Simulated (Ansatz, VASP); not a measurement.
**One calculation of ZnS, two programs**

```
CELL_PARAMETERS angstrom
0.00000 2.64834 2.64834
2.64834 0.00000 2.64834
2.64834 2.64834 0.00000
ATOMIC_POSITIONS crystal
Zn 0.00000 0.00000 0.00000
S 0.75000 0.75000 0.75000
```

Alike in both runs: functional LDA; k mesh 10 × 10 × 10; no spin polarisation.

Ansatz relaxed the structure, and its values are those at the end. VASP's run is a single point on that final structure, the one shown.

|  | VASP | Ansatz |
| --- | --- | --- |
| version | VASP 6.6.1 | Ansatz 0.2.0 |
| potentials or method | VASP PAW LDA potentials, release 64 (Zn, S), cutoff 520 eV | scalar-relativistic, plane waves, PAW |
| occupations | gaussian, width 0.01 eV | fixed |
| valence electrons in the cell | 18 | 18 |

```tsv
	VASP	Ansatz	Ansatz less VASP
gap on the k mesh at the Fermi level (eV)	2.16	2.13	-0.035
least direct gap on the mesh (eV)	2.16	2.13	-0.035
pressure (GPa)	0.2	0.0	-0.24
```

LDA's correlation is that of Perdew and Zunger in VASP and of Perdew and Wang (1992) in Ansatz.
